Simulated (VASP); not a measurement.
Crystal: Si3As2.

```xyz
10
Lattice="3.8000 0.0000 0.0000 -1.9000 3.2909 0.0000 0.0000 0.0000 16.6000" Properties=species:S:1:pos:R:3 pbc="T T T"
Si    0.0000    0.0000    1.1753
Si    0.0000    2.1939    1.9555
Si    0.0000    2.1939    4.3044
Si    0.0000    0.0000   15.4247
Si    1.9000    1.0970   14.6445
Si    1.9000    1.0970   12.2956
As    0.0000    2.1939   11.3046
As    1.9000    1.0970    5.2954
As    0.0000    2.1939    7.6858
As    1.9000    1.0970    8.9142
```

```yaml
Program: VASP 6.6.1
Task: relaxation of cell and atoms
Functional: PBE
Potentials_or_basis: VASP PAW PBE potentials, release 64 (Si, As)
Cutoff: 600 eV
k_mesh: 5 × 5 × 1
Occupations: gaussian, width 0.2 eV
Spin: no spin polarisation
```

At the start: pressure 3.8 GPa; volume 20.76 Å³/atom.

How do energy, volume and symmetry change on relaxing?

Over 17 steps the energy falls by 64.9 meV/atom and the volume is 22.76 Å³/atom (+9.7 %); space group P-3m1 (No. 164, to 0.05 Å).

Step by step:
```
step  energy change (eV)  largest force (eV/Å)  pressure (GPa)  volume (Å³)
   1              0.0000                0.7915            3.81       207.59
   2             -0.2166                0.5753           -1.90       222.71
   3             -0.2267                0.4775           -1.02       219.97
   4             -0.3192                0.4980           -0.53       218.90
   5             -0.3613                0.5418            0.09       217.66
   6             -0.4200                0.3966            0.34       217.64
   7             -0.4536                0.7429            0.81       217.62
   8             -0.4809                0.6760            0.68       218.45
   9             -0.5440                0.4749            0.31       220.98
  10             -0.5923                0.4698           -0.30       226.07
  11             -0.6212                0.2893           -0.09       226.12
  12             -0.6356                0.3636            0.20       226.17
  13             -0.6445                0.1169            0.02       226.97
  14             -0.6452                0.1509           -0.04       227.30
  15             -0.6480                0.0858            0.02       227.43
  16             -0.6481                0.0806            0.03       227.45
  17             -0.6493                0.0685            0.04       227.64
```

Final structure:
```xyz
10
Lattice="3.7833 0.0000 0.0000 -1.8916 3.2764 0.0000 0.0000 0.0000 18.3648" Properties=species:S:1:pos:R:3 pbc="T T T"
Si    0.0000    0.0000    1.1841
Si    0.0000    2.1843    2.0015
Si    0.0000    2.1843    4.3598
Si    0.0000    0.0000   17.1807
Si    1.8916    1.0921   16.3633
Si    1.8916    1.0921   14.0050
As    0.0000    2.1843   12.9361
As    1.8916    1.0921    5.4287
As    0.0000    2.1843    8.5154
As    1.8916    1.0921    9.8494
```

Caveat: the k points lie up to 0.38 Å⁻¹ apart in the final cell; this functional lacks dispersion, which binds the layers, so the pressure and a relaxed spacing across them are unreliable; the relaxation stopped at a loose force limit of 0.08 eV/Å, so its end isn't a converged minimum.
